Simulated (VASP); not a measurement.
# Co (P6_3/mmc) in VASP: notebook, part 2 of 2

VASP 6.6.1. Earlier steps stand in the parts before.

## 3. Single point, PBE, collinear spin, ferromagnetic start

INCAR reads:

```
SYSTEM = Co
PREC     = Accurate       ! precision mode
ENCUT    = 520            ! plane-wave cutoff, eV
EDIFF    = 1E-6           ! SCF threshold, eV
ISMEAR   = 0              ! smearing method
SIGMA    = 0.020999999999999998 ! smearing width, eV
LREAL    = .FALSE.        ! projectors in reciprocal space
LASPH    = .TRUE.         ! aspherical terms in the spheres
NELM     = 150            ! most SCF steps
ALGO     = Normal         ! electronic algorithm
ISIF     = 2              ! what is computed and relaxed
LWAVE    = .FALSE.        ! write WAVECAR
LCHARG   = .TRUE.         ! write CHGCAR
ISPIN    = 2              ! spin polarisation
MAGMOM   = 2 2 2 2        ! initial moments
LORBIT   = 11             ! projections on sites
LMAXMIX  = 4              ! l up to which the mixer works
GGA      = PE             ! functional
LELF     = .TRUE.         ! ELF
LVHAR    = .TRUE.       
NBANDS   = 30             ! bands
```

KPOINTS reads:

```
Automatic mesh
0
G
  12 12 4
  0 0 0
```

POSCAR reads:

```
Co
1.0
    2.4705617809      0.0000000000      0.0000000000
   -1.2352808905      2.1395692639      0.0000000000
    0.0000000000      0.0000000000      8.0882338000
Co
4
Direct
    0.6666666667      0.3333333333      0.7500000000
    0.0000000000      0.0000000000      0.5000000000
    0.3333333333      0.6666666667      0.2500000000
    0.0000000000      0.0000000000      0.0000000000
```

Potentials or basis: VASP PAW PBE potentials, release 64 (Co).

Run with:

```bash
$ cat potpaw_PBE.64/Co/POTCAR > POTCAR
$ mpirun -np 1 vasp_std > vasp.out
```

OUTCAR:

```text
SYSTEM = Co
   PREC = Accurate
   ENCUT = 520
   EDIFF = 1E-6
   ISMEAR = 0
   LREAL = .FALSE.
   LASPH = .TRUE.
   NELM = 150
   ISIF = 2
   ISPIN = 2
   LORBIT = 11
   GGA = PE

 ion  position               nearest neighbor table
   1  0.667  0.333  0.750-   2 2.47   4 2.47   2 2.47   4 2.47   2 2.47   4 2.47
   2  0.000  0.000  0.500-   1 2.47   3 2.47   1 2.47   3 2.47   1 2.47   3 2.47
   3  0.333  0.667  0.250-   2 2.47   4 2.47   2 2.47   4 2.47   2 2.47   4 2.47
   4  0.000  0.000  0.000-   1 2.47   3 2.47   1 2.47   3 2.47   1 2.47   3 2.47

  LATTYP: Found a hexagonal cell.
 ALAT       =     2.4705617809
 C/A-ratio  =     3.2738439745

  Lattice vectors:

 A1 = (   2.4705617809,   0.0000000000,   0.0000000000)
 A2 = (  -1.2352808905,   2.1395692639,   0.0000000000)
 A3 = (   0.0000000000,   0.0000000000,   8.0882338000)

Analysis of symmetry for initial positions (statically):
=====================================================================
 Subroutine PRICEL returns:
 Original cell was already a primitive cell.

[... 1793 lines left out ...]
  --------------------------------------------------------------------------------------
  -------------------------------------------------------------------------------------
  Total        1.3891700      1.3891700      0.2268843     -0.0000000     -0.0000000      0.0000000
  in kB       52.0583277     52.0583277      8.5023550     -0.0000000     -0.0000000      0.0000000
  external PRESSURE =      37.5396701 kB  Pullay stress =       0.0000000 kB

 VOLUME and BASIS-vectors are now :
 -----------------------------------------------------------------------------
  energy-cutoff  :      520.00
  volume of cell :       42.75
      direct lattice vectors                 reciprocal lattice vectors
     2.470561781  0.000000000  0.000000000     0.404766239  0.233691897  0.000000000
    -1.235280890  2.139569264  0.000000000     0.000000000  0.467383794  0.000000000
     0.000000000  0.000000000  8.088233800     0.000000000  0.000000000  0.123636386

 POSITION                                       TOTAL-FORCE (eV/Angst)
 -----------------------------------------------------------------------------------
      1.23528      0.71319      6.06618         0.000000      0.000000     -0.000000
      0.00000      0.00000      4.04412        -0.000000      0.000000      0.000000
     -0.00000      1.42638      2.02206        -0.000000      0.000000      0.000000
      0.00000      0.00000      0.00000        -0.000000      0.000000      0.000000
 -----------------------------------------------------------------------------------
    total drift:                                0.000000     -0.000000      0.000000

  FREE ENERGIE OF THE ION-ELECTRON SYSTEM (eV)
  ---------------------------------------------------
  free  energy   TOTEN  =       -28.1010707919 eV

  energy  without entropy=      -28.0999715394  energy(sigma->0) =      -28.10052117

 total charge

# of ion       s       p       d       tot
------------------------------------------
    1        0.497   0.539   7.263   8.298
    2        0.498   0.535   7.272   8.304
    3        0.497   0.539   7.263   8.298
    4        0.498   0.535   7.272   8.304
--------------------------------------------------
tot          1.988   2.147  29.070  33.205

 magnetization (x)

# of ion       s       p       d       tot
------------------------------------------
    1       -0.013  -0.052   1.737   1.672
    2       -0.013  -0.049   1.710   1.648
    3       -0.013  -0.052   1.737   1.672
    4       -0.013  -0.049   1.710   1.648
--------------------------------------------------
tot         -0.052  -0.201   6.894   6.641
```

OSZICAR:

```text
N       E                     dE             d eps       ncg     rms          rms(c)
DAV:   1     0.239580232850E+03    0.23958E+03   -0.15700E+04  6976   0.164E+03
DAV:   2    -0.170808369545E+02   -0.25666E+03   -0.23908E+03  6840   0.309E+02
DAV:   3    -0.319219164985E+02   -0.14841E+02   -0.14008E+02  7584   0.101E+02
DAV:   4    -0.321885945159E+02   -0.26668E+00   -0.26628E+00  8536   0.132E+01
DAV:   5    -0.321988307785E+02   -0.10236E-01   -0.10235E-01  9352   0.201E+00    0.215E+01
DAV:   6    -0.287877255934E+02    0.34111E+01   -0.24668E+01  7640   0.735E+01    0.966E+00
DAV:   7    -0.285367586345E+02    0.25097E+00   -0.46542E+00  7892   0.380E+01    0.116E+01
DAV:   8    -0.288414394136E+02   -0.30468E+00   -0.60275E+00  7982   0.477E+01    0.133E+01
DAV:   9    -0.281220723698E+02    0.71937E+00   -0.16694E+00  8238   0.264E+01    0.261E+00
DAV:  10    -0.281032307670E+02    0.18842E-01   -0.13394E-01  8268   0.419E+00    0.864E-01
DAV:  11    -0.281007641184E+02    0.24666E-02   -0.12559E-02  8534   0.985E-01    0.382E-01
DAV:  12    -0.281008986338E+02   -0.13452E-03   -0.14285E-03 10240   0.403E-01    0.181E-01
DAV:  13    -0.281010607384E+02   -0.16210E-03   -0.34149E-04  8230   0.289E-01    0.782E-02
DAV:  14    -0.281010731866E+02   -0.12448E-04   -0.16561E-04 11952   0.225E-01    0.594E-02
DAV:  15    -0.281010750612E+02   -0.18746E-05   -0.26740E-05  8420   0.773E-02    0.368E-02
DAV:  16    -0.281010703213E+02    0.47399E-05   -0.12882E-05  6884   0.749E-02    0.595E-03
DAV:  17    -0.281010707919E+02   -0.47066E-06   -0.20371E-06  4648   0.142E-02
   1 F= -.28101071E+02 E0= -.28100521E+02  d E =-.109925E-02  mag=     6.5822
```

stdout:

```text
POSCAR found type information on POSCAR Co
 POSCAR found :  1 types and       4 ions
 scaLAPACK will be used
 LDA part: xc-table for (Slater+PW92), standard interpolation
 POSCAR, INCAR and KPOINTS ok, starting setup
 FFT: planning ... GRIDC
 FFT: planning ... GRID_SOFT
 FFT: planning ... GRID
 WAVECAR not read
 entering main loop
```

It took 1.7 min on 1 thread of Intel Xeon Platinum 8488C (Sapphire Rapids), shared host; peak memory 0.22 GiB.

Results:

```yaml
Free_energy: -28.1011 eV
Pressure: 3.8 GPa
Net_moment: 6.58 μB per cell
Site_moments: Co +1.67, +1.65 (each value once) μB
Valence_electrons_inside_the_program's_atomic_spheres: Co 8.30
```

Levels at points of the mesh, in eV from the Fermi level:
Spin up:
| k point | band 18 | band 19 | band 20 | band 21 | band 22 | band 23 | band 24 | band 25 | band 26 | band 27 |
| --- | --- | --- | --- | --- | --- | --- | --- | --- | --- | --- |
| (0.00, 0.00, 0.00) | -1.52 | -1.52 | -1.20 | -1.20 | -0.81 | -0.81 | -0.29 | 6.24 | 14.81 | 14.81 |
| (0.50, 0.00, 0.00) | -0.56 | -0.55 | -0.54 | 0.28 | 1.39 | 2.50 | 3.12 | 7.05 | 7.07 | 10.43 |
| (0.00, 0.00, 0.50) | -1.67 | -1.67 | -1.67 | -0.98 | -0.98 | -0.98 | -0.98 | 9.25 | 9.25 | 20.89 |
| (0.50, 0.00, 0.50) | -0.69 | -0.57 | -0.57 | 1.25 | 1.25 | 2.82 | 2.82 | 7.40 | 7.40 | 9.35 |
Spin down:
| k point | band 10 | band 11 | band 12 | band 13 | band 14 | band 15 | band 16 | band 17 | band 18 | band 19 |
| --- | --- | --- | --- | --- | --- | --- | --- | --- | --- | --- |
| (0.00, 0.00, 0.00) | -1.13 | -1.13 | -0.84 | -0.84 | -0.80 | -0.80 | -0.33 | 0.07 | 0.07 | 0.42 |
| (0.50, 0.00, 0.00) | -1.13 | -0.81 | -0.09 | -0.05 | 0.52 | 1.21 | 1.23 | 1.24 | 1.27 | 1.31 |
| (0.00, 0.00, 0.50) | -1.04 | -1.04 | -1.04 | -0.94 | -0.94 | -0.94 | -0.94 | 0.25 | 0.25 | 0.25 |
| (0.50, 0.00, 0.50) | -0.85 | -0.84 | -0.84 | -0.24 | -0.24 | 0.83 | 0.83 | 1.23 | 1.23 | 1.33 |

Caveat: the cell stands under pressure.

## 4. Single point, PBE, collinear spin, ferromagnetic start

INCAR reads:

```
SYSTEM = Co
PREC = Accurate
ENCUT = 520
EDIFF = 1E-6
ISMEAR = 0
SIGMA = 0.023
LREAL = .False.
LASPH = .True.
NELM = 150
ALGO = Normal
ISIF = 2
LWAVE = .False.
LCHARG = .False.
ISPIN = 2
MAGMOM = 2 2 2 2
LORBIT = 11
LMAXMIX = 4
GGA = PE
NBANDS = 30
```

KPOINTS reads:

```
regular mesh
0
Gamma
  12 12 4
  0 0 0
```

POSCAR is that of step 3.

Run with:

```bash
$ cat potpaw_PBE.64/Co/POTCAR > POTCAR
$ mpirun -np 1 vasp_std > vasp.out
```

Wall time 1.7 min (1 thread of Intel Xeon Platinum 8488C (Sapphire Rapids), shared host); peak memory 0.22 GiB.

The run converged. Its results:

```
Free energy                                           : -28.1012 eV
Pressure                                              : 3.8 GPa
Net moment                                            : 6.58 μB per cell
Site moments                                          : Co +1.67, +1.65 (each value once) μB
Valence electrons inside the program's atomic spheres : Co 8.30
```

Stress tensor (GPa, compression positive):
```
5.21 0.00 0.00
0.00 5.21 0.00
0.00 0.00 0.85
```

Levels at points of the mesh, in eV from the Fermi level:
Spin up:
| k point | band 20 | band 21 | band 22 | band 23 | band 24 | band 25 |
| --- | --- | --- | --- | --- | --- | --- |
| (0.00, 0.00, 0.00) | -1.20 | -1.20 | -0.81 | -0.81 | -0.29 | 6.24 |
| (0.50, 0.00, 0.00) | -0.54 | 0.27 | 1.39 | 2.50 | 3.12 | 7.05 |
| (0.00, 0.00, 0.50) | -1.67 | -0.98 | -0.98 | -0.98 | -0.98 | 9.25 |
| (0.50, 0.00, 0.50) | -0.57 | 1.25 | 1.25 | 2.82 | 2.82 | 7.40 |
Spin down:
| k point | band 12 | band 13 | band 14 | band 15 | band 16 | band 17 |
| --- | --- | --- | --- | --- | --- | --- |
| (0.00, 0.00, 0.00) | -0.84 | -0.84 | -0.80 | -0.80 | -0.33 | 0.07 |
| (0.50, 0.00, 0.00) | -0.09 | -0.05 | 0.52 | 1.21 | 1.23 | 1.24 |
| (0.00, 0.00, 0.50) | -1.04 | -0.94 | -0.94 | -0.94 | -0.94 | 0.25 |
| (0.50, 0.00, 0.50) | -0.84 | -0.24 | -0.24 | 0.83 | 0.83 | 1.23 |

Caveat: the cell stands under pressure.

## 5. The runs side by side

```csv
smearing,gap on the mesh (eV),pressure (GPa),moment (μB)
gaussian 0.02 eV,none,3.8,6.58
gaussian 0.021 eV,none,3.8,6.58
gaussian 0.023 eV,none,3.8,6.58
```

Alike in all rows: task single point; level PBE; potentials or basis VASP PAW PBE potentials, release 64 (Co); spin collinear, ferromagnetic start; cell as given; k mesh 12 × 12 × 4; cutoff (eV) 520.

Caveats: the cell stands under pressure.

Total energies depend on the potentials used, so only differences within one code and one set of settings carry meaning.
